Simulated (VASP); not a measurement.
# CaAl4O (F-43m) in VASP: notebook

CaAl4O is run at these levels: PBE; tasks: single point, relaxation of cell and atoms.

Program: VASP 6.6.1. These are calculated values, not measurements. Logs are shortened: lines on timing, memory, paths and dates and some standing lists are left out, and cuts for length are marked.

## 1. The cell of the first run

The structure is cubic, space group F-43m (No. 216). The conventional cell has a = 7.349 Å, b = 7.349 Å, c = 7.349 Å, α = 90.00°, β = 90.00°, γ = 90.00°. Within 4.0 Å of Ca (site symmetry -43m) lie 12 Al at 3.05 Å and 4 O at 3.18 Å. Al (site symmetry 3m) has 6 Al at 2.57 to 2.63 Å and 3 O at 3.04 Å and 3 Ca at 3.05 Å within 3.4 Å. O (site symmetry -43m) has 12 Al at 3.04 Å and 4 Ca at 3.18 Å within 4.0 Å.

## 2. Single point, PBE

INCAR reads:

```
  PREC = Accurate
  ENCUT = 520
  EDIFF = 1E-6
  ISMEAR = 0
  SIGMA = 0.1
  LREAL = F
  LASPH = T
  NELM = 60
  ALGO = Normal
  ISIF = 2
  LWAVE = F
  LCHARG = F
  GGA = PE
  NBANDS = 23
```

KPOINTS reads:

```
Automatic mesh
0
Gamma
  4 4 4
```

POSCAR reads:

```
CaAl4O
1.0
    0.0000000000      3.6744808100      3.6744808100
    3.6744808100      0.0000000000      3.6744808100
    3.6744808100      3.6744808100      0.0000000000
Ca Al O
1 4 1
Direct
    0.0000000000      0.0000000000      0.0000000000
    0.8706559800      0.3764480100      0.3764480100
    0.3764480100      0.3764480100      0.3764480100
    0.3764480100      0.8706559800      0.3764480100
    0.3764480100      0.3764480100      0.8706559800
    0.7500000000      0.7500000000      0.7500000000
```

Potentials or basis: VASP PAW PBE potentials, release 64 (Ca_sv, Al, O).

Command:

```bash
cat potpaw_PBE.64/Ca_sv/POTCAR potpaw_PBE.64/Al/POTCAR potpaw_PBE.64/O/POTCAR > POTCAR
mpirun -np 1 vasp_std > vasp.out
```

OUTCAR:

```text
PREC = Accurate
   ENCUT = 520
   EDIFF = 1E-6
   ISMEAR = 0
   LREAL = F
   LASPH = T
   NELM = 60
   ISIF = 2
   GGA = PE

 ion  position               nearest neighbor table
   1  0.000  0.000  0.000-   2 3.05   4 3.05   2 3.05   5 3.05   4 3.05   5 3.05   3 3.05   3 3.05
                             3 3.05   4 3.05   2 3.05   5 3.05
   2  0.871  0.376  0.376-   3 2.57   4 2.57   5 2.57   3 2.63   5 2.63   4 2.63   1 3.05   1 3.05
                             1 3.05
   3  0.376  0.376  0.376-   2 2.57   4 2.57   5 2.57   5 2.63   4 2.63   2 2.63   1 3.05   1 3.05
                             1 3.05
   4  0.376  0.871  0.376-   2 2.57   3 2.57   5 2.57   5 2.63   3 2.63   2 2.63   1 3.05   1 3.05
                             1 3.05
   5  0.376  0.376  0.871-   2 2.57   3 2.57   4 2.57   3 2.63   4 2.63   2 2.63   1 3.05   1 3.05
                             1 3.05
   6  0.750  0.750  0.750-

  LATTYP: Found a face centered cubic cell.
 ALAT       =     7.3489616200

  Lattice vectors:

 A1 = (   0.0000000000,   3.6744808100,   3.6744808100)
 A2 = (   3.6744808100,   0.0000000000,   3.6744808100)
 A3 = (   3.6744808100,   3.6744808100,   0.0000000000)

Analysis of symmetry for initial positions (statically):
=====================================================================
 Subroutine PRICEL returns:
 Original cell was already a primitive cell.

 Routine SETGRP: Setting up the symmetry group for a
 face centered cubic supercell.

 Subroutine GETGRP returns: Found 24 space group operations
 (whereof 24 operations were pure point group operations)
 out of a pool of 48 trial point group operations.

The static configuration has the point symmetry T_d .

Analysis of symmetry for dynamics (positions and initial velocities):
=====================================================================
 Subroutine PRICEL returns:
 Original cell was already a primitive cell.

 Routine SETGRP: Setting up the symmetry group for a
 face centered cubic supercell.

 Subroutine GETGRP returns: Found 24 space group operations
 (whereof 24 operations were pure point group operations)
 out of a pool of 48 trial point group operations.

The dynamic configuration has the point symmetry T_d .

 Subroutine INISYM returns: Found 24 space group operations
 (whereof 24 operations are pure point group operations),
 and found     1 'primitive' translations

----------------------------------------------------------------------------------------

[... 86 lines left out ...]
   NSW    =      0    number of steps for IOM
   IBRION =     -1    ionic relax: 0-MD 1-quasi-New 2-CG
   NFREE  =      0    steps in history (QN), initial steepest desc. (CG)
   ISIF   =      2    stress and relaxation
   ISYM   =      2    0-nonsym 1-usesym 2-fastsym
   POTIM  = 0.5000    time-step for ionic-motion
   TEBEG  =    0.0;   TEEND  =   0.0 temperature during run
   PSTRESS=    0.0 pullay stress
   NELECT =      28.0000    total number of electrons
   NUPDOWN=      -1.0000    fix difference up-down
   EMIN   =  10.00;   EMAX   =-10.00  energy-range for DOS
   EFERMI =   0.00;   METHOD = LEGACY
   ISMEAR =     0;   SIGMA  =   0.10  broadening in eV -4-tet -1-fermi 0-gaus
   EFERMI_NEDOS =   21; number of points for ismear=-14 and -15
   IALGO  =     38    algorithm
   IMIX   =      4    mixing-type and parameters
     AMIX     =   0.40;   BMIX     =  1.00
     AMIX_MAG =   1.60;   BMIX_MAG =  1.00
  volume/ion in A,a.u.               =      16.54       111.60
  Fermi-wavevector in a.u.,A,eV,Ry     =   1.073795  2.029179 15.688014  1.153036
  Thomas-Fermi vector in A             =   2.209605
   LORBIT       =      0    0 simple, 1 ext, 2 COOP (PROOUT), +10 PAW based schemes
   GGA     = PE    functional components
   LHFCALC =     F    Hartree Fock is set to
   AEXX    =    0.0000 exact exchange contribution
   IVDW    =     0    specifies the selected vdW correction
   LEPSILON=     F    determine dielectric tensor
   LRPA    =     F    only Hartree local field effects (RPA)
 non-spin polarized calculation
 Gauss-broadening in eV      SIGMA  =   0.10
  energy-cutoff  :      520.00
  volume of cell :       99.22
 maximum number of plane-waves:      2698
 NGX is ok and might be reduce to    40
   NGX = 19   NGY = 19   NGZ = 19

 number of electron      27.9999999 magnetization

 Free energy of the ion-electron system (eV)
  ---------------------------------------------------
  ext. energy  EPLUGINS =         0.00000000
  ---------------------------------------------------
  free energy    TOTEN  =       -20.68235475 eV

  energy without entropy =      -20.64643104  energy(sigma->0) =      -20.66439290

 E-fermi :   6.0494     XC(G=0): -10.0642

 val. band max:        6.0482194984   @ k =   0.5000   0.0000   0.0000
 cond. band min:       6.0761378734   @ k =  -0.2500   0.2500   0.0000
 fundamental gap:      0.0279183749
 Fermi energy:         6.0493891564

 k-point     1 :       0.0000    0.0000    0.0000
  band No.  band energies     occupation
      1     -34.1175      2.00000
      2     -15.2325      2.00000
      3     -15.2325      2.00000
      4     -15.2325      2.00000
      5     -10.3069      2.00000
      6      -3.2985      2.00000
[... 197 lines left out ...]
     22      11.1371      0.00000
     23      11.2145      0.00000

------------------------ aborting loop because EDIFF is reached ----------------------------------------

  FORCE on cell =-STRESS in cart. coord.  units (eV):
  Direction    XX          YY          ZZ          XY          YZ          ZX
  --------------------------------------------------------------------------------------
  -------------------------------------------------------------------------------------
  Total        7.3599457      7.3599457      7.3599457     -0.0000000     -0.0000000      0.0000000
  in kB      118.8412600    118.8412600    118.8412600     -0.0000000     -0.0000000      0.0000000
  external PRESSURE =     118.8412600 kB  Pullay stress =       0.0000000 kB

 VOLUME and BASIS-vectors are now :
 -----------------------------------------------------------------------------
  energy-cutoff  :      520.00
  volume of cell :       99.22
      direct lattice vectors                 reciprocal lattice vectors
     0.000000000  3.674480810  3.674480810    -0.136073646  0.136073646  0.136073646
     3.674480810  0.000000000  3.674480810     0.136073646 -0.136073646  0.136073646
     3.674480810  3.674480810  0.000000000     0.136073646  0.136073646 -0.136073646

 POSITION                                       TOTAL-FORCE (eV/Angst)
 -----------------------------------------------------------------------------------
      0.00000      0.00000      0.00000        -0.000000     -0.000000     -0.000000
      2.76650      4.58246      4.58246        -0.429628      0.429628      0.429628
      2.76650      2.76650      2.76650        -0.429628     -0.429628     -0.429628
      4.58246      2.76650      4.58246         0.429628     -0.429628      0.429628
      4.58246      4.58246      2.76650         0.429628      0.429628     -0.429628
      5.51172      5.51172      5.51172        -0.000000     -0.000000     -0.000000
 -----------------------------------------------------------------------------------
    total drift:                                0.000003      0.000003      0.000003

  FREE ENERGIE OF THE ION-ELECTRON SYSTEM (eV)
  ---------------------------------------------------
  free  energy   TOTEN  =       -20.6823547548 eV

  energy  without entropy=      -20.6464310392  energy(sigma->0) =      -20.66439290
```

OSZICAR:

```text
N       E                     dE             d eps       ncg     rms          rms(c)
DAV:   1     0.141697364725E+03    0.14170E+03   -0.12237E+04   368   0.108E+03
DAV:   2    -0.112271644286E+02   -0.15292E+03   -0.14696E+03   432   0.236E+02
DAV:   3    -0.215500058307E+02   -0.10323E+02   -0.10057E+02   512   0.541E+01
DAV:   4    -0.219997840263E+02   -0.44978E+00   -0.44844E+00   550   0.106E+01
DAV:   5    -0.220067201735E+02   -0.69361E-02   -0.69353E-02   498   0.137E+00    0.856E+00
DAV:   6    -0.232204955630E+02   -0.12138E+01   -0.30225E+01   417   0.204E+01    0.160E+01
DAV:   7    -0.208134638808E+02    0.24070E+01   -0.19814E+01   485   0.107E+01    0.312E+00
DAV:   8    -0.206828801263E+02    0.13058E+00   -0.82241E-01   410   0.419E+00    0.761E-01
DAV:   9    -0.206860474488E+02   -0.31673E-02   -0.10418E-01   449   0.147E+00    0.630E-01
DAV:  10    -0.206835198716E+02    0.25276E-02   -0.47234E-02   445   0.831E-01    0.305E-01
DAV:  11    -0.206823252366E+02    0.11946E-02   -0.89707E-03   454   0.376E-01    0.688E-02
DAV:  12    -0.206824970722E+02   -0.17184E-03   -0.81803E-04   397   0.132E-01    0.111E-01
DAV:  13    -0.206823594052E+02    0.13767E-03   -0.42314E-04   460   0.761E-02    0.262E-02
DAV:  14    -0.206823545284E+02    0.48768E-05   -0.52294E-05   425   0.314E-02    0.295E-03
DAV:  15    -0.206823547548E+02   -0.22644E-06   -0.27120E-06   392   0.782E-03
   1 F= -.20682355E+02 E0= -.20664393E+02  d E =-.359237E-01
```

stdout:

```text
POSCAR found type information on POSCAR CaAlO
 POSCAR found :  3 types and       6 ions
 scaLAPACK will be used
 LDA part: xc-table for (Slater+PW92), standard interpolation
 POSCAR, INCAR and KPOINTS ok, starting setup
 FFT: planning ... GRIDC
 FFT: planning ... GRID_SOFT
 FFT: planning ... GRID
 WAVECAR not read
 entering main loop
```

It took 11 s on 1 thread of Intel Xeon 6975P-C (Granite Rapids), shared host; peak memory 0.24 GiB.

Results:

- Free energy: -20.6824 eV
- Pressure: 11.9 GPa
- Largest force: 0.744 eV/Å
- Band gap on the k mesh: zero (band 14 reaches 6.08 eV, above the bottom of band 15 at 5.60 eV)

Forces in eV/Å, atoms in the order of the input:
```
Ca   0.000  0.000  0.000
Al  -0.430  0.430  0.430
Al  -0.430 -0.430 -0.430
Al   0.430 -0.430  0.430
Al   0.430  0.430 -0.430
O    0.000  0.000  0.000
```

Levels at points of the mesh, in eV from the Fermi level:
```
           k point  band 11  band 12  band 13  band 14  band 15  band 16  band 17  band 18
(0.00, 0.00, 0.00)    -1.56    -1.56    -1.56    -0.45    -0.45    -0.45    -0.29    -0.29
(0.50, 0.00, 0.00)    -2.29    -2.29    -1.27     0.00     0.00     2.54     2.54     2.81
(0.50, 0.50, 0.00)    -1.54    -0.82    -0.82    -0.65     1.17     2.00     2.19     2.19
```

Caveat: the k points lie up to 0.37 Å⁻¹ apart.

## 3. Single point, PBE

This run uses another cell than the first one, of 19.01 Å³/atom, 1.150 times its volume.

INCAR reads:

```
SYSTEM = CaAl4O
ALGO = Normal
EDIFF = 1E-6
ENCUT = 520
GGA = PE
ISIF = 2
ISMEAR = 0
LASPH = .True.
LCHARG = .False.
LREAL = .False.
LWAVE = .False.
NBANDS = 23
NELM = 80
PREC = Accurate
SIGMA = 0.1
```

KPOINTS reads:

```
k-points
0
Gamma
  4 4 4
  0 0 0
```

POSCAR reads:

```
CaAl4O
1.0
    0.0000000000      3.8491694319      3.8491694319
    3.8491694319      0.0000000000      3.8491694319
    3.8491694319      3.8491694319      0.0000000000
Ca Al O
1 4 1
Direct
    0.0000000000      0.0000000000      0.0000000000
    0.8770603005      0.3743132332      0.3743132332
    0.3743132332      0.3743132332      0.3743132332
    0.3743132332      0.8770603005      0.3743132332
    0.3743132332      0.3743132332      0.8770603005
    0.7500000000      0.7500000000      0.7500000000
```

Potentials or basis: VASP PAW PBE potentials, release 64 (Ca_sv, Al, O).

Command:

```bash
cat potpaw_PBE.64/Ca_sv/POTCAR potpaw_PBE.64/Al/POTCAR potpaw_PBE.64/O/POTCAR > POTCAR
mpirun -np 1 vasp_std > vasp.out
```

OUTCAR:

```text
SYSTEM = CaAl4O
   EDIFF = 1E-6
   ENCUT = 520
   GGA = PE
   ISIF = 2
   ISMEAR = 0
   LASPH = .True.
   LREAL = .False.
   NELM = 80
   PREC = Accurate

 ion  position               nearest neighbor table
   1  0.000  0.000  0.000-   2 3.19   4 3.19   2 3.19   5 3.19   4 3.19   5 3.19   3 3.19   3 3.19
                             3 3.19   2 3.19   4 3.19   5 3.19
   2  0.877  0.374  0.374-   3 2.71   4 2.71   5 2.71   4 2.74   5 2.74   3 2.74   1 3.19   1 3.19
                             1 3.19
   3  0.374  0.374  0.374-   2 2.71   4 2.71   5 2.71   2 2.74   4 2.74   5 2.74   1 3.19   1 3.19
                             1 3.19
   4  0.374  0.877  0.374-   2 2.71   3 2.71   5 2.71   2 2.74   5 2.74   3 2.74   1 3.19   1 3.19
                             1 3.19
   5  0.374  0.374  0.877-   2 2.71   3 2.71   4 2.71   4 2.74   2 2.74   3 2.74   1 3.19   1 3.19
                             1 3.19
   6  0.750  0.750  0.750-

  LATTYP: Found a face centered cubic cell.
 ALAT       =     7.6983388638

  Lattice vectors:

[... 168 lines left out ...]

 E-fermi :   4.8954     XC(G=0):  -9.5244

 val. band max:        4.7151826362   @ k =   0.0000   0.0000   0.0000
 cond. band min:       4.8992232592   @ k =   0.5000   0.0000   0.0000
 fundamental gap:      0.1840406230
 Fermi energy:         4.8954303209

 k-point     1 :       0.0000    0.0000    0.0000
  band No.  band energies     occupation
      1     -35.7470      2.00000
      2     -16.8057      2.00000
      3     -16.8057      2.00000
      4     -16.8057      2.00000
      5     -11.0520      2.00000
      6      -3.9196      2.00000
[... 197 lines left out ...]
     22       9.4213      0.00000
     23       9.6378      0.00000

------------------------ aborting loop because EDIFF is reached ----------------------------------------

  FORCE on cell =-STRESS in cart. coord.  units (eV):
  Direction    XX          YY          ZZ          XY          YZ          ZX
  --------------------------------------------------------------------------------------
  -------------------------------------------------------------------------------------
  Total        0.2667279      0.2667279      0.2667279      0.0000000     -0.0000000      0.0000000
  in kB        3.7466922      3.7466922      3.7466922      0.0000000     -0.0000000      0.0000000
  external PRESSURE =       3.7466922 kB  Pullay stress =       0.0000000 kB

 VOLUME and BASIS-vectors are now :
 -----------------------------------------------------------------------------
  energy-cutoff  :      520.00
  volume of cell :      114.06
      direct lattice vectors                 reciprocal lattice vectors
     0.000000000  3.849169432  3.849169432    -0.129898153  0.129898153  0.129898153
     3.849169432  0.000000000  3.849169432     0.129898153 -0.129898153  0.129898153
     3.849169432  3.849169432  0.000000000     0.129898153  0.129898153 -0.129898153

 POSITION                                       TOTAL-FORCE (eV/Angst)
 -----------------------------------------------------------------------------------
      0.00000      0.00000      0.00000         0.000000      0.000000      0.000000
      2.88159      4.81675      4.81675         0.001879     -0.001879     -0.001879
      2.88159      2.88159      2.88159         0.001879      0.001879      0.001879
      4.81675      2.88159      4.81675        -0.001879      0.001879     -0.001879
      4.81675      4.81675      2.88159        -0.001879     -0.001879      0.001879
      5.77375      5.77375      5.77375         0.000000      0.000000      0.000000
 -----------------------------------------------------------------------------------
    total drift:                               -0.000000     -0.000000     -0.000000

  FREE ENERGIE OF THE ION-ELECTRON SYSTEM (eV)
  ---------------------------------------------------
  free  energy   TOTEN  =       -21.2273950160 eV

  energy  without entropy=      -21.1913484749  energy(sigma->0) =      -21.20937175
```

OSZICAR:

```text
N       E                     dE             d eps       ncg     rms          rms(c)
DAV:   1     0.132807363074E+03    0.13281E+03   -0.11682E+04   368   0.106E+03
DAV:   2    -0.136336632832E+02   -0.14644E+03   -0.14094E+03   455   0.230E+02
DAV:   3    -0.226134366406E+02   -0.89798E+01   -0.88201E+01   481   0.507E+01
DAV:   4    -0.231053493819E+02   -0.49191E+00   -0.49077E+00   615   0.985E+00
DAV:   5    -0.231092972466E+02   -0.39479E-02   -0.39445E-02   481   0.968E-01    0.959E+00
DAV:   6    -0.254418733676E+02   -0.23326E+01   -0.50138E+01   431   0.239E+01    0.210E+01
DAV:   7    -0.214844841032E+02    0.39574E+01   -0.31832E+01   462   0.113E+01    0.387E+00
DAV:   8    -0.212464183258E+02    0.23807E+00   -0.12185E+00   405   0.474E+00    0.121E+00
DAV:   9    -0.212358231580E+02    0.10595E-01   -0.30409E-01   502   0.208E+00    0.978E-01
DAV:  10    -0.212298563151E+02    0.59668E-02   -0.11149E-01   468   0.107E+00    0.441E-01
DAV:  11    -0.212273088243E+02    0.25475E-02   -0.15318E-02   467   0.440E-01    0.615E-02
DAV:  12    -0.212276955742E+02   -0.38675E-03   -0.25292E-03   440   0.195E-01    0.167E-01
DAV:  13    -0.212273938439E+02    0.30173E-03   -0.12314E-03   460   0.112E-01    0.223E-02
DAV:  14    -0.212273948913E+02   -0.10474E-05   -0.63840E-05   432   0.361E-02    0.321E-03
DAV:  15    -0.212273950160E+02   -0.12474E-06   -0.33744E-06   396   0.743E-03
   1 F= -.21227395E+02 E0= -.21209372E+02  d E =-.360465E-01
```

stdout:

```text
POSCAR found type information on POSCAR CaAlO
 POSCAR found :  3 types and       6 ions
 scaLAPACK will be used
 LDA part: xc-table for (Slater+PW92), standard interpolation
 POSCAR, INCAR and KPOINTS ok, starting setup
 FFT: planning ... GRIDC
 FFT: planning ... GRID_SOFT
 FFT: planning ... GRID
 WAVECAR not read
 entering main loop
```

It took 12 s on 1 thread of Intel Xeon 6975P-C (Granite Rapids), shared host; peak memory 0.24 GiB.

Results:

| Item | Value |
| --- | --- |
| Free energy | -21.2274 eV |
| Pressure | 0.4 GPa |
| Largest force | 0.003 eV/Å |
| Band gap on the k mesh | zero (band 14 reaches 4.92 eV, above the bottom of band 15 at 4.40 eV) |

Forces in eV/Å, atoms in the order of the input:
```
Ca   0.000  0.000  0.000
Al   0.002 -0.002 -0.002
Al   0.002  0.002  0.002
Al  -0.002  0.002 -0.002
Al  -0.002 -0.002  0.002
O    0.000  0.000  0.000
```

Levels at points of the mesh, in eV from the Fermi level:
| k point | band 12 | band 13 | band 14 | band 15 | band 16 | band 17 |
| --- | --- | --- | --- | --- | --- | --- |
| (0.00, 0.00, 0.00) | -1.63 | -1.63 | -0.50 | -0.50 | -0.50 | -0.18 |
| (0.50, 0.00, 0.00) | -2.18 | -1.04 | 0.00 | 0.00 | 2.32 | 2.32 |
| (0.50, 0.50, 0.00) | -0.79 | -0.79 | -0.59 | 1.22 | 1.99 | 2.02 |

[end of part 1 of 2]
